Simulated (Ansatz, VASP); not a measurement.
## One calculation of N, two programs

```
N
1.0
     2.58095    0.00000    0.00000
    -1.29047    2.23517    0.00000
     0.00000    0.00000    2.50568
N
2
Direct
  0.66667 0.33333 0.25000
  0.33333 0.66667 0.75000
```

Alike in both runs: task single point; functional PBEsol; k mesh 8 × 8 × 7; occupations fermi-dirac, width 0.1 eV; no spin polarisation.

|  | VASP | Ansatz |
| --- | --- | --- |
| version | VASP 6.6.1 | Ansatz 0.2.0 |
| potentials or method | VASP PAW PBE potentials, release 64 (N), cutoff 520 eV | plane waves, PAW |
| valence electrons in the cell | 10 | 10 |

|  | VASP | Ansatz | Ansatz less VASP |
| --- | --- | --- | --- |
| pressure (GPa) | -14.8 | -14.8 | -0.01 |
| traceless stress, the component that is largest in VASP (GPa) | -9.97 | -10.04 | -0.076 |

VASP's potentials were made for PBE, not for PBEsol. The functional is the same, so the differences come from potentials, cutoffs and numerics.
